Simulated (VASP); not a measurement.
# NiO2 (P6_3/mmc) in VASP: single point with r2SCAN

Aim: the single point of NiO2 with r2SCAN.

Everything below comes from runs of VASP 6.6.1. Logs are shortened: lines on timing, memory, paths and dates and some standing lists are left out, and cuts for length are marked.

## (1) The cell of the first run

Symmetry: P6_3/mmc, No. 194, hexagonal system. Conventional cell: a = 2.912 Å, b = 2.912 Å, c = 10.555 Å, α = 90.00°, β = 90.00°, γ = 120.00°. Ni (site symmetry -3m) has 6 O at 1.93 Å within 2.6 Å. Within 2.6 Å of O (site symmetry 3m) lie 3 Ni at 1.93 Å and 3 O at 2.52 Å.

## (2) Single point, r2SCAN

The input, POSCAR:

```
NiO2
1.0
    2.9121517351      0.0000000000      0.0000000000
   -1.4560758676      2.5219973823      0.0000000000
    0.0000000000      0.0000000000     10.5552700000
Ni O
2 4
Direct
    0.0000000000      0.0000000000      0.0000000000
    0.0000000000      0.0000000000      0.5000000000
    0.6666666700      0.3333333300      0.0890790000
    0.6666666700      0.3333333300      0.4109210000
    0.3333333300      0.6666666700      0.9109210000
    0.3333333300      0.6666666700      0.5890790000
```

The input, INCAR.step1:

```
PREC = Accurate
ENCUT = 660
ISMEAR = 0
SIGMA = 0.02
LREAL = F
LASPH = T
NELM = 120
NBANDS = 31
GGA = PE
ALGO = Normal
EDIFF = 1E-5
LWAVE = T
LCHARG = F
GGA_COMPAT = F
```

The input, INCAR.step2:

```
PREC = Accurate
ENCUT = 660
EDIFF = 1E-6
ISMEAR = 0
SIGMA = 0.02
LREAL = F
LASPH = T
NELM = 120
ALGO = Normal
ISIF = 2
LWAVE = F
LCHARG = T
METAGGA = R2SCAN
LMIXTAU = T
LELF = T
LVHAR = T
NBANDS = 31
ISTART = 1
GGA_COMPAT = F
```

The input, KPOINTS:

```
regular mesh
0
Gamma
  12 12 4
```

Potentials or basis: VASP PAW PBE potentials, release 64 (Ni, O).

Command:

```bash
cat potpaw_PBE.64/Ni/POTCAR potpaw_PBE.64/O/POTCAR > POTCAR
cp INCAR.step1 INCAR
mpirun -np 1 vasp_std > vasp.out
cp INCAR.step2 INCAR
mpirun -np 1 vasp_std > vasp.out
```

OUTCAR:

```text
PREC = Accurate
   ENCUT = 660
   EDIFF = 1E-6
   ISMEAR = 0
   LREAL = F
   LASPH = T
   NELM = 120
   ISIF = 2
   METAGGA = R2SCAN
   ISTART = 1

 ion  position               nearest neighbor table
   1  0.000  0.000  0.000-   3 1.93   5 1.93   3 1.93   5 1.93   3 1.93   5 1.93
   2  0.000  0.000  0.500-   4 1.93   6 1.93   4 1.93   6 1.93   4 1.93   6 1.93
   3  0.667  0.333  0.089-   1 1.93   1 1.93   1 1.93
   4  0.667  0.333  0.411-   2 1.93   2 1.93   2 1.93
   5  0.333  0.667  0.911-   1 1.93   1 1.93   1 1.93
   6  0.333  0.667  0.589-   2 1.93   2 1.93   2 1.93

  LATTYP: Found a hexagonal cell.
 ALAT       =     2.9121517351
 C/A-ratio  =     3.6245604488

  Lattice vectors:

 A1 = (   2.9121517351,   0.0000000000,   0.0000000000)
 A2 = (  -1.4560758676,   2.5219973823,   0.0000000000)
 A3 = (   0.0000000000,   0.0000000000,  10.5552700000)

Analysis of symmetry for initial positions (statically):
=====================================================================
 Subroutine PRICEL returns:
 Original cell was already a primitive cell.

 Routine SETGRP: Setting up the symmetry group for a
 hexagonal supercell.

 Subroutine GETGRP returns: Found 24 space group operations
 (whereof 12 operations were pure point group operations)
 out of a pool of 24 trial point group operations.

The static configuration has the point symmetry D_3d.
 The point group associated with its full space group is D_6h.

Analysis of symmetry for dynamics (positions and initial velocities):
=====================================================================
 Subroutine PRICEL returns:
 Original cell was already a primitive cell.

 Routine SETGRP: Setting up the symmetry group for a
 hexagonal supercell.

 Subroutine GETGRP returns: Found 24 space group operations
 (whereof 12 operations were pure point group operations)
 out of a pool of 24 trial point group operations.

The dynamic configuration has the point symmetry D_3d.
 The point group associated with its full space group is D_6h.

 Subroutine INISYM returns: Found 24 space group operations
 (whereof 12 operations are pure point group operations),
 and found     1 'primitive' translations

----------------------------------------------------------------------------------------

                                     Primitive cell
[... 93 lines left out ...]
   ISPIN  =      1    spin polarized calculation?
   LNONCOLLINEAR =      F non collinear calculations
   LSORBIT =      F    spin-orbit coupling
   LASPH  =      T    aspherical Exc in radial PAW
   ENCUT  =  660.0 eV  48.51 Ry    6.96 a.u.   6.10  6.10 22.11*2*pi/ulx,y,z
   NELM   =    120;   NELMIN=  2; NELMDL=  0     # of ELM steps
   EDIFF  = 0.1E-05   stopping-criterion for ELM
   LREAL  =      F    real-space projection
   EDIFFG = 0.1E-04   stopping-criterion for IOM
   NSW    =      0    number of steps for IOM
   IBRION =     -1    ionic relax: 0-MD 1-quasi-New 2-CG
   NFREE  =      0    steps in history (QN), initial steepest desc. (CG)
   ISIF   =      2    stress and relaxation
   ISYM   =      2    0-nonsym 1-usesym 2-fastsym
   POTIM  = 0.5000    time-step for ionic-motion
   TEBEG  =    0.0;   TEEND  =   0.0 temperature during run
   PSTRESS=    0.0 pullay stress
   NELECT =      44.0000    total number of electrons
   NUPDOWN=      -1.0000    fix difference up-down
   EMIN   =  10.00;   EMAX   =-10.00  energy-range for DOS
   EFERMI =   0.00;   METHOD = LEGACY
   ISMEAR =     0;   SIGMA  =   0.02  broadening in eV -4-tet -1-fermi 0-gaus
   EFERMI_NEDOS =   21; number of points for ismear=-14 and -15
   IALGO  =     38    algorithm
   IMIX   =      4    mixing-type and parameters
     AMIX     =   0.40;   BMIX     =  1.00
     AMIX_MAG =   1.60;   BMIX_MAG =  1.00
  volume/ion in A,a.u.               =      12.92        87.19
  Fermi-wavevector in a.u.,A,eV,Ry     =   1.355449  2.561427 24.997181  1.837241
  Thomas-Fermi vector in A             =   2.482535
   LORBIT       =      0    0 simple, 1 ext, 2 COOP (PROOUT), +10 PAW based schemes
   METAGGA = R2SCAN    functional components
   LHFCALC =     F    Hartree Fock is set to
   AEXX    =    0.0000 exact exchange contribution
   IVDW    =     0    specifies the selected vdW correction
   LEPSILON=     F    determine dielectric tensor
   LRPA    =     F    only Hartree local field effects (RPA)
 non-spin polarized calculation
 Gauss-broadening in eV      SIGMA  =   0.02
  energy-cutoff  :      660.00
  volume of cell :       77.52
 maximum number of plane-waves:      3024
   NGX = 13   NGY = 13   NGZ = 45

 number of electron      43.9999982 magnetization

 Free energy of the ion-electron system (eV)
  ---------------------------------------------------
  ext. energy  EPLUGINS =         0.00000000
  ---------------------------------------------------
  free energy    TOTEN  =       -52.46169912 eV

  energy without entropy =      -52.46169912  energy(sigma->0) =      -52.46169912

 E-fermi :   0.0171     XC(G=0): -10.0165

 val. band max:       -0.0779838109   @ k =   0.0833   0.0833   0.0000
 cond. band min:       1.2830485651   @ k =   0.2500   0.0000   0.0000
 fundamental gap:      1.3610323760
 Fermi energy:         0.0170588482

 k-point     1 :       0.0000    0.0000    0.0000
  band No.  band energies     occupation
      1     -19.6311      2.00000
      2     -19.6073      2.00000
      3     -17.6091      2.00000
      4     -17.5679      2.00000
      5      -4.8655      2.00000
      6      -4.8655      2.00000
[... 805 lines left out ...]
     30      13.5442      0.00000
     31      14.5548      0.00000

 [... further k-points ...]
[... 5 lines left out ...]
  --------------------------------------------------------------------------------------
  -------------------------------------------------------------------------------------
  Total       -9.4805444     -9.4805444     -3.6569827      0.0000000      0.0000000      0.0000000
  in kB     -195.9367422   -195.9367422    -75.5797605      0.0000000      0.0000000      0.0000000
  external PRESSURE =    -155.8177483 kB  Pullay stress =       0.0000000 kB

 VOLUME and BASIS-vectors are now :
 -----------------------------------------------------------------------------
  energy-cutoff  :      660.00
  volume of cell :       77.52
      direct lattice vectors                 reciprocal lattice vectors
     2.912151735  0.000000000  0.000000000     0.343388701  0.198255559  0.000000000
    -1.456075868  2.521997382  0.000000000     0.000000000  0.396511117  0.000000000
     0.000000000  0.000000000 10.555270000     0.000000000  0.000000000  0.094739405

 POSITION                                       TOTAL-FORCE (eV/Angst)
 -----------------------------------------------------------------------------------
      0.00000      0.00000      0.00000        -0.000000      0.000000      0.000000
      0.00000      0.00000      5.27764         0.000000      0.000000      0.000000
      1.45608      0.84067      0.94025        -0.000000      0.000000     -0.882687
      1.45608      0.84067      4.33738        -0.000000     -0.000000      0.882687
     -0.00000      1.68133      9.61502         0.000000      0.000000      0.882687
     -0.00000      1.68133      6.21789         0.000000      0.000000     -0.882687
 -----------------------------------------------------------------------------------
    total drift:                                0.000000     -0.000000      0.000000

  FREE ENERGIE OF THE ION-ELECTRON SYSTEM (eV)
  ---------------------------------------------------
  free  energy   TOTEN  =       -52.4616991202 eV

  energy  without entropy=      -52.4616991202  energy(sigma->0) =      -52.46169912
```

OSZICAR.step1:

```text
N       E                     dE             d eps       ncg     rms          rms(c)
DAV:   1     0.492505037698E+03    0.49251E+03   -0.24163E+04  3534   0.191E+03
DAV:   2     0.184912379501E+02   -0.47401E+03   -0.42720E+03  3912   0.441E+02
DAV:   3    -0.490209735227E+02   -0.67512E+02   -0.65245E+02  4112   0.182E+02
DAV:   4    -0.510822817688E+02   -0.20613E+01   -0.20532E+01  4136   0.337E+01
DAV:   5    -0.511312981025E+02   -0.49016E-01   -0.49004E-01  4594   0.513E+00    0.369E+01
DAV:   6    -0.680455548257E+02   -0.16914E+02   -0.13362E+02  5250   0.199E+02    0.705E+01
DAV:   7    -0.390878488729E+02    0.28958E+02   -0.32233E+01  4501   0.991E+01    0.236E+01
DAV:   8    -0.353744985537E+02    0.37134E+01   -0.20646E+01  4880   0.953E+01    0.104E+01
DAV:   9    -0.354474163025E+02   -0.72918E-01   -0.69060E+00  5213   0.539E+01    0.805E+00
DAV:  10    -0.348868071929E+02    0.56061E+00   -0.14416E+00  4970   0.202E+01    0.282E+00
DAV:  11    -0.348101375694E+02    0.76670E-01   -0.16438E-01  5491   0.591E+00    0.134E+00
DAV:  12    -0.347888604149E+02    0.21277E-01   -0.30197E-02  5088   0.290E+00    0.572E-01
DAV:  13    -0.347857683187E+02    0.30921E-02   -0.73451E-03  5585   0.145E+00    0.150E-01
DAV:  14    -0.347858784298E+02   -0.11011E-03   -0.11747E-03  3961   0.269E-01    0.167E-01
DAV:  15    -0.347855806965E+02    0.29773E-03   -0.55783E-04  4325   0.512E-01    0.319E-02
DAV:  16    -0.347855735196E+02    0.71769E-05   -0.89211E-05  4916   0.128E-01
   1 F= -.34785574E+02 E0= -.34785574E+02  d E =-.224314E-30
```

Run time: 14 min. Hardware: 1 thread of AMD EPYC 7R43 (Zen 3), shared host; peak memory 0.3 GiB.

What came out:

```yaml
Free_energy: -52.4617 eV
Pressure: -15.6 GPa
Largest_force: 0.883 eV/Å
Band_gap_on_the_k_mesh: 1.36 eV, indirect (least direct gap 1.43 eV)
```

Forces on the atoms (eV/Å):
```
Ni   0.000  0.000  0.000
Ni   0.000  0.000  0.000
O    0.000  0.000 -0.883
O    0.000  0.000  0.883
O    0.000  0.000  0.883
O    0.000  0.000 -0.883
```

Caveat: the PAW data sets were made with another functional, which shifts forces and pressure a little. r2SCAN opens gaps a little over a GGA but as a rule still falls short of measured ones.
